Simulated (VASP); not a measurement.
Input of a VASP 6.6.1 run:

File INCAR:

```
PREC     = Accurate       # precision mode
ENCUT    = 520            # plane-wave cutoff, eV
EDIFF    = 1E-6           # SCF threshold, eV
ISMEAR   = 0              # smearing method
SIGMA    = 0.02           # smearing width, eV
LREAL    = F              # projectors in reciprocal space
LASPH    = T              # aspherical terms in the spheres
NELM     = 80             # most SCF steps
ALGO     = Normal         # electronic algorithm
ISIF     = 2              # what is computed and relaxed
LWAVE    = F              # write WAVECAR
LCHARG   = T              # write CHGCAR
GGA      = PE             # functional
LELF     = T              # ELF
LVHAR    = T            
NBANDS   = 15             # bands
```

File KPOINTS:

```
Automatic mesh
0
Gamma
  9 9 6
```

Contents of POSCAR:

```
BaTe
1.0
    4.8067901086      0.0000000000      0.0000000000
   -2.4033950543      4.1628023447      0.0000000000
    0.0000000000      0.0000000000      4.4090897940
Ba Te
1 1
Direct
    0.3333333333      0.6666666667      0.5000000000
    0.0000000000      0.0000000000      0.0000000000
```

Potentials or basis: VASP PAW PBE potentials, release 64 (Ba_sv, Te).

Command:

```bash
$ cat potpaw_PBE.64/Ba_sv/POTCAR potpaw_PBE.64/Te/POTCAR > POTCAR
$ mpirun -np 1 vasp_std > vasp.out
```

Problem. What does it give for the pressure?

Solution. 0.4 GPa.

Problem. Estimate the band gap on the k mesh.

Solution. 1.47 eV, direct.

Stress tensor (GPa, compression positive):
```
0.32 0.00 0.00
0.00 0.32 0.00
0.00 0.00 0.40
```

Caveat: spin-orbit coupling is left out, which moves the levels of the heavy elements. A k mesh can miss the band edges.
